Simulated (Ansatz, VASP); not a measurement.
## One calculation of InSb, two programs

```
CELL_PARAMETERS angstrom
0.00000 3.31661 3.31661
3.31661 0.00000 3.31661
3.31661 3.31661 0.00000
ATOMIC_POSITIONS crystal
In 0.00000 0.00000 0.00000
Sb 0.75000 0.75000 0.75000
```

Alike in both runs: task relaxation of cell and atoms; functional LDA; k mesh 16 × 16 × 16; occupations gaussian, width 0.1 eV; no spin polarisation.

```csv
,VASP,Ansatz
version,VASP 6.6.1,Ansatz 0.2.0
potentials or method,"VASP PAW LDA potentials, release 64 (In_d, Sb), cutoff 600 eV","scalar-relativistic, plane waves, PAW"
valence electrons in the cell,18,28
```

Ansatz gave:

* gap on the k mesh at the Fermi level, each at its own relaxed structure (eV): none
* relaxed volume (Å³/atom): 33.54
* relaxed cell length with the largest relative difference (Å): 4.561

Problem. Which values does VASP return?

Solution. gap on the k mesh at the Fermi level, each at its own relaxed structure (eV): none; relaxed volume (Å³/atom): 33.62; relaxed cell length with the largest relative difference (Å): 4.564.

Ansatz warns that its potentials were made for another functional, while VASP's fit it. LDA's correlation is that of Perdew and Zunger in VASP and of Perdew and Wang (1992) in Ansatz. A gap of «none» marks a metal or a gap that the smearing closes. VASP's potentials hold 18 valence electrons a cell and Ansatz's 28, so a difference there can come from the potentials and not from the codes.

Neither program's run includes spin-orbit coupling.
